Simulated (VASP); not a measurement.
A run of VASP 6.6.1 is set up as follows.

INCAR

```
  ALGO = Normal
  EDIFF = 1E-7
  ENCUT = 520
  GGA = PE
  ISIF = 2
  ISMEAR = 0
  LASPH = True
  LCHARG = False
  LREAL = False
  LWAVE = False
  NBANDS = 24
  NELM = 100
  PREC = Accurate
  SIGMA = 0.1
```

File KPOINTS:

```
k-points
0
Gamma
  15 15 8
```

Contents of POSCAR:

```
TaN
1.0
    3.0500010905      0.0000000000      0.0000000000
   -1.5250005453      2.6413784260      0.0000000000
    0.0000000000      0.0000000000      4.9400000000
Ta N
2 2
Direct
    0.3333333333      0.6666666667      0.0000000000
    0.6666666667      0.3333333333      0.5000000000
    0.3333333333      0.6666666667      0.3850000000
    0.6666666667      0.3333333333      0.8850000000
```

Potentials or basis: VASP PAW PBE potentials, release 64 (Ta_pv, N).

The run is started by

```sh
$ cat potpaw_PBE.64/Ta_pv/POTCAR potpaw_PBE.64/N/POTCAR > POTCAR
$ mpirun -np 1 vasp_std > vasp.out
```

(1) Estimate the largest force.

(2) What does it give for the pressure?

(3) Predict the band gap on the k mesh.

## Answers

(1) 2.392 eV/Å.

(2) 140.3 GPa.

(3) zero (bands 16 and 17 overlap by 2.86 eV).

Caveat: the cell stands under pressure; spin-orbit coupling is left out, which moves the levels of the heavy elements; forces of over 1 eV/Å act on the atoms, so gaps and moduli don't describe the material at rest.
